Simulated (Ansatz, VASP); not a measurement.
WS2 in VASP and in Ansatz

Contents of INCAR:

```
SYSTEM = WS2
PREC = Accurate
ENCUT = 520
EDIFF = 1E-7
ISMEAR = 0
SIGMA = 0.02
LREAL = .False.
LASPH = .True.
NELM = 100
ALGO = Normal
ISIF = 2
LWAVE = .False.
LCHARG = .False.
GGA = PS
NBANDS = 49
```

Contents of KPOINTS:

```
Automatic mesh
0
Gamma
  4 4 1
  0 0 0
```

File POSCAR:

```
WS2
1.0
    3.1892799466     -0.0245418244      0.0094448765
   -1.6158938167      2.7543110097     -0.0025461153
    0.0846645158      0.0225267146     28.5350036133
W S
3 6
Direct
    0.6849739743      0.3556432144      0.6623338414
    0.2963177032      0.6623619500      0.8830899239
    0.3399290225      0.6730352715      0.4374114061
    0.6327730888      0.2488294943      0.9405734841
    0.7096741604      0.3845132672      0.4920804753
    0.3861498754      0.6828011494      0.7121668778
    0.6191007761      0.3198080881      0.8310202070
    0.6804408431      0.3275026004      0.3819416202
    0.3668654855      0.7075846502      0.6078080724
```

Input for Ansatz:

```yaml
crystal:
  lattice:
    - [3.1892799466, -0.0245418244, 0.0094448765]
    - [-1.6158938167, 2.7543110097, -0.0025461153]
    - [0.0846645158, 0.0225267146, 28.5350036133]
  atoms:
    - { symbol: W, position: [0.6849739743, 0.3556432144, 0.6623338414] }
    - { symbol: W, position: [0.2963177032, 0.66236195, 0.8830899239] }
    - { symbol: W, position: [0.3399290225, 0.6730352715, 0.4374114061] }
    - { symbol: S, position: [0.6327730888, 0.2488294943, 0.9405734841] }
    - { symbol: S, position: [0.7096741604, 0.3845132672, 0.4920804753] }
    - { symbol: S, position: [0.3861498754, 0.6828011494, 0.7121668778] }
    - { symbol: S, position: [0.6191007761, 0.3198080881, 0.831020207] }
    - { symbol: S, position: [0.6804408431, 0.3275026004, 0.3819416202] }
    - { symbol: S, position: [0.3668654855, 0.7075846502, 0.6078080724] }
basis:
  ecutwfc: 420
kpoints:
  mp_grid: { grid: [4, 4, 1] }
hamiltonian:
  xc: pbesol
scf:
  occupations: { method: gaussian, width: 0.02 }
output:
  forces: true
  stress: true
  eigenvalues: true
```

Change from the starting cell: kmesh displaced: [4, 4, 1] Gamma-centred.

Alike in both runs: task single point; functional PBEsol; k mesh 4 × 4 × 1; occupations gaussian, width 0.02 eV; no spin polarisation.

```csv
,VASP,Ansatz
version,VASP 6.6.1,Ansatz 0.2.0
potentials or method,"VASP PAW PBE potentials, release 64 (W_sv, S), cutoff 520 eV","scalar-relativistic, plane waves, PAW"
valence electrons in the cell,78,78
```

```csv
,VASP,Ansatz,Ansatz less VASP
gap on the k mesh at the Fermi level (eV),1.19,1.18,-0.008
least direct gap on the mesh (eV),1.19,1.18,-0.008
rms of the force components (eV/Å),1.271,1.267,-0.0044
```

VASP's potentials were made for PBE, not for PBEsol. Atom by atom the forces differ by 0.010 eV/Å (rms over components). The functional is the same, so the differences come from potentials, cutoffs and numerics.

The k mesh is coarse, so the values compare programs but aren't converged. Spin-orbit coupling is off throughout.
